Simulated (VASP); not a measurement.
A run of VASP 6.6.1 is set up as follows.

Contents of INCAR:

```
PREC = Accurate
ENCUT = 520
EDIFF = 1E-6
ISMEAR = 0
SIGMA = 0.1
LREAL = False
LASPH = True
NELM = 100
ALGO = Fast
ISIF = 2
LWAVE = False
LCHARG = False
GGA = PE
NBANDS = 22
```

File KPOINTS:

```
regular mesh
0
Gamma
  6 14 6
```

The input POSCAR:

```
Al
1.0
    5.4200177391      0.0000000000      0.0000000000
    0.0000000000      2.8145407235      0.0000000000
    0.0000000000      0.0000000000      9.0829410125
Al
8
Direct
    0.9999987808      0.2500000000      0.7500033495
    0.4999987808      0.2500000000      0.7499966505
    0.0000012192      0.7500000000      0.2499966505
    0.5000012192      0.7500000000      0.2500033495
    0.2500069649      0.2500000000      0.0200584836
    0.7500069649      0.2500000000      0.4799415164
    0.7499930351      0.7500000000      0.9799415164
    0.2499930351      0.7500000000      0.5200584836
```

Potentials or basis: VASP PAW PBE potentials, release 64 (Al).

Launch:

```bash
$ cat potpaw_PBE.64/Al/POTCAR > POTCAR
$ mpirun -np 1 vasp_std > vasp.out
```

**Question.** Estimate the band gap on the k mesh.

**Answer.** Zero (bands 12 and 13 overlap by 2.26 eV).

**Question.** What does it give for the pressure?

**Answer.** 0.0 GPa.
